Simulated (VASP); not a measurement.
# BaTe: single point with PBE

Crystal: BaTe.

```xyz
4
Lattice="5.8519 0.0000 0.0000 -2.9259 5.0679 0.0000 0.0000 0.0000 6.8592" Properties=species:S:1:pos:R:3 pbc="T T T"
Ba    0.0000    3.3786    1.7148
Ba    2.9259    1.6893    5.1444
Te    2.9259    1.6893    1.7148
Te    0.0000    3.3786    5.1444
```

```json
{
  "Program": "VASP 6.6.1",
  "Task": "single point",
  "Functional": "PBE",
  "Potentials or basis": "VASP PAW PBE potentials, release 64 (Ba_sv, Te)",
  "Cutoff": "520 eV",
  "k mesh": "6 × 6 × 4",
  "Occupations": "gaussian, width 0.01 eV",
  "Spin": "no spin polarisation"
}
```

```yaml
Pressure: 1.8 GPa
Band_gap_on_the_k_mesh: 1.77 eV (least direct gap 2.07 eV)
```

Stress tensor (GPa, compression positive):
```
1.70 0.00 0.00
0.00 1.70 0.00
0.00 0.00 2.14
```

Levels at points of the mesh, in eV from the valence-band top:
```csv
k point,band 12,band 13,band 14,band 15,band 16,band 17,band 18,band 19,band 20,band 21
"(0.00, 0.00, 0.00)",-1.16,-1.05,-1.05,-0.95,0.00,2.37,2.68,2.68,3.66,4.52
"(0.50, 0.00, 0.00)",-1.10,-0.89,-0.78,-0.57,-0.44,2.23,2.70,2.87,3.83,3.97
"(0.00, 0.00, 0.50)",-1.55,-1.21,-1.21,-1.21,-1.21,3.20,3.20,4.25,4.25,4.25
"(0.50, 0.00, 0.50)",-1.92,-1.02,-1.02,-0.81,-0.81,3.08,3.08,3.88,3.88,4.51
```

It took 2.6 min on 1 thread of Intel(R) Xeon(R) Platinum 8259CL CPU @ 2.50GHz (Skylake/Cascade Lake), with other jobs on the host, peak memory 0.4 GiB.

Caveat: spin-orbit coupling is left out, which moves the levels of the heavy elements. A k mesh can miss the band edges.
